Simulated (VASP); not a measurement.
## Ba3Sb2Br2O5: single point with LDA

Crystal: Ba3Sb2Br2O5.

```
Ba Sb Br O
1.0
     0.00000    4.32750    0.00000
     4.32750    0.00000    0.00000
     2.16375    2.16375  -13.14911
Ba Sb Br O
3 2 2 5
Direct
  0.50000 0.50000 0.00000
  0.34480 0.34480 0.31040
  0.65520 0.65520 0.68960
  0.07940 0.07940 0.84120
  0.92060 0.92060 0.15880
  0.20480 0.20480 0.59040
  0.79520 0.79520 0.40960
  0.58960 0.08960 0.82080
  0.08960 0.58960 0.82080
  0.41040 0.91040 0.17920
  0.91040 0.41040 0.17920
  0.00000 0.00000 0.00000
```

- Program: VASP 6.6.1
- Task: single point
- Functional: LDA
- Potentials or basis: VASP PAW LDA potentials, release 64 (Ba_sv, Sb_d_GW, Br, O)
- Cutoff: 700 eV
- k mesh: 6 × 6 × 6
- Occupations: gaussian, width 0.0198 eV
- Spin: no spin polarisation

| Quantity | Value |
| --- | --- |
| Pressure | 1.0 GPa |
| Largest force | 0.785 eV/Å |
| Band gap on the k mesh | zero (bands 52 and 53 overlap by 0.33 eV) |

Forces on the atoms (eV/Å):
```
Ba   0.000  0.000  0.000
Ba   0.000  0.000 -0.012
Ba   0.000  0.000  0.012
Sb   0.000  0.000  0.785
Sb   0.000  0.000 -0.785
Br   0.000  0.000  0.295
Br   0.000  0.000 -0.295
O    0.000  0.000 -0.472
O    0.000  0.000 -0.472
O    0.000  0.000  0.472
O    0.000  0.000  0.472
O    0.000  0.000  0.000
```

Stress tensor (GPa, compression positive):
```
 2.15  0.00  0.00
 0.00  2.15  0.00
 0.00  0.00 -1.37
```

Levels at points of the mesh, in eV from the Fermi level:
```tsv
k point	band 50	band 51	band 52	band 53	band 54	band 55
(0.00, 0.00, 0.00)	-3.83	-3.83	-3.56	0.32	0.72	0.97
(0.50, 0.00, 0.00)	-4.04	-1.47	-0.94	0.92	1.38	1.42
(0.50, 0.50, 0.00)	-3.52	-0.89	0.31	0.32	0.57	0.60
(0.00, 0.00, 0.50)	-3.87	-3.87	-3.75	0.23	0.69	1.28
```

It took 17 min on 1 thread of Intel(R) Xeon(R) Platinum 8488C (Sapphire Rapids) (shared host), peak memory 0.82 GiB.

Caveat: semilocal functionals underestimate gaps, and a narrow one can read as zero; spin-orbit coupling is left out, which moves the levels of the heavy elements.
